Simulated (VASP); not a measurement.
Here is a VASP 6.6.1 calculation.

Contents of POSCAR:

```
In4PN3
1.0
   -2.5986554805      2.5986554805      5.0988697585
    2.5986554805     -2.5986554805      5.0988697585
    2.5986554805      2.5986554805     -5.0988697585
N In P
3 4 1
Direct
    0.2500000000      0.7500000000      0.5000000000
    0.5000000000      0.5000000000      0.0000000000
    0.7500000000      0.2500000000      0.5000000000
    0.8596626158      0.4111234247      0.0000000000
    0.1403373842      0.1403373842      0.5514608088
    0.4111234247      0.8596626158      0.0000000000
    0.5888765753      0.5888765753      0.4485391912
    0.0000000000      0.0000000000      0.0000000000
```

The input INCAR.step1:

```
  ALGO = Normal
  EDIFF = 1E-4
  ENCUT = 520
  GGA = PE
  ISMEAR = -1
  LASPH = True
  LCHARG = False
  LREAL = False
  LWAVE = True
  NBANDS = 46
  NELM = 100
  PREC = Accurate
  SIGMA = 0.02
```

The input INCAR.step2:

```
  ALGO = Normal
  EDIFF = 1E-7
  ENCUT = 520
  ISIF = 2
  ISMEAR = -1
  ISTART = 1
  LASPH = True
  LCHARG = False
  LMIXTAU = True
  LREAL = False
  LWAVE = False
  METAGGA = R2SCAN
  NBANDS = 46
  NELM = 100
  PREC = Accurate
  SIGMA = 0.02
```

The input KPOINTS:

```
k-points
0
Gamma
  6 6 6
```

Potentials or basis: VASP PAW PBE potentials, release 64 (N, In_d, P).

The run is started by

```bash
$ cat potpaw_PBE.64/N/POTCAR potpaw_PBE.64/In_d/POTCAR potpaw_PBE.64/P/POTCAR > POTCAR
$ cp INCAR.step1 INCAR
$ mpirun -np 1 vasp_std > vasp.out
$ cp INCAR.step2 INCAR
$ mpirun -np 1 vasp_std > vasp.out
```

(1) What does it give for the largest force?

(2) Predict the pressure.

Results:

(1) 0.023 eV/Å.

(2) 4.0 GPa.

Caveat: the cell stands under pressure; the PAW data sets were made with another functional, which shifts forces and pressure a little.
